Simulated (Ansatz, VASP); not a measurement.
## AlCu3 in VASP and in Ansatz

File INCAR:

```
SYSTEM = AlCu3
PREC = Accurate
ENCUT = 520
EDIFF = 1E-6
ISMEAR = 0
SIGMA = 0.15
LREAL = .False.
LASPH = .True.
NELM = 80
ALGO = Fast
ISIF = 2
LWAVE = .False.
LCHARG = .True.
LELF = .True.
LVHAR = .True.
NBANDS = 26
```

File KPOINTS:

```
Automatic mesh
0
Gamma
  12 12 12
  0 0 0
```

The input POSCAR:

```
AlCu3
1.0
    3.5592369196      0.0000000000      0.0000000000
    0.0000000000      3.5592369196      0.0000000000
    0.0000000000      0.0000000000      3.5592369196
Al Cu
1 3
Direct
    0.0000000000      0.0000000000      0.0000000000
    0.5000000000      0.4946503589      0.0000000000
    0.5000000000      0.0000000000      0.5000000000
    0.0000000000      0.5053496411      0.5000000000
```

Input for Ansatz:

```yaml
crystal:
  lattice:
    - [3.5592369196, 0.0, 0.0]
    - [0.0, 3.5592369196, 0.0]
    - [0.0, 0.0, 3.5592369196]
  atoms:
    - { symbol: Al, position: [0.0, 0.0, 0.0] }
    - { symbol: Cu, position: [0.5, 0.4946503589, 0.0] }
    - { symbol: Cu, position: [0.5, 0.0, 0.5] }
    - { symbol: Cu, position: [0.0, 0.5053496411, 0.5] }
basis:
  ecutwfc: 520.0
kpoints:
  mp_grid: { grid: [12, 12, 12] }
hamiltonian:
  xc: lda
  pseudopotentials: { kind: paw, azcp: { folder: soft_1 } }
scf:
  occupations: { method: gaussian, width: 0.15 }
output:
  forces: true
  stress: true
  eigenvalues: true
```

Change from the starting cell: mode 5 frozen in at -0.019 Å, equal normal strain along x, y and z -0.0083.

Alike in both runs: task single point; functional LDA; k mesh 12 × 12 × 12; occupations gaussian, width 0.15 eV; no spin polarisation.

|  | VASP | Ansatz |
| --- | --- | --- |
| version | VASP 6.6.1 | Ansatz 0.2.0 |
| potentials or method | VASP PAW LDA potentials, release 64 (Al, Cu), cutoff 520 eV | scalar-relativistic, plane waves, PAW |
| valence electrons in the cell | 36 | 60 |

VASP gave:

```
gap on the k mesh at the Fermi level (eV) : none
pressure (GPa)                            : 5.0
rms of the force components (eV/Å)        : 0.057
```

Which values does Ansatz return?

gap on the k mesh at the Fermi level (eV): none; pressure (GPa): 4.4; rms of the force components (eV/Å): 0.057.

Ansatz warns that its potentials were made for another functional, while VASP's fit it. LDA's correlation is that of Perdew and Zunger in VASP and of Perdew and Wang (1992) in Ansatz. Atom by atom the forces differ by 0.000 eV/Å (rms over components). A gap of «none» marks a metal or a gap that the smearing closes. VASP's potentials hold 36 valence electrons a cell and Ansatz's 60, so a difference there can come from the potentials and not from the codes.
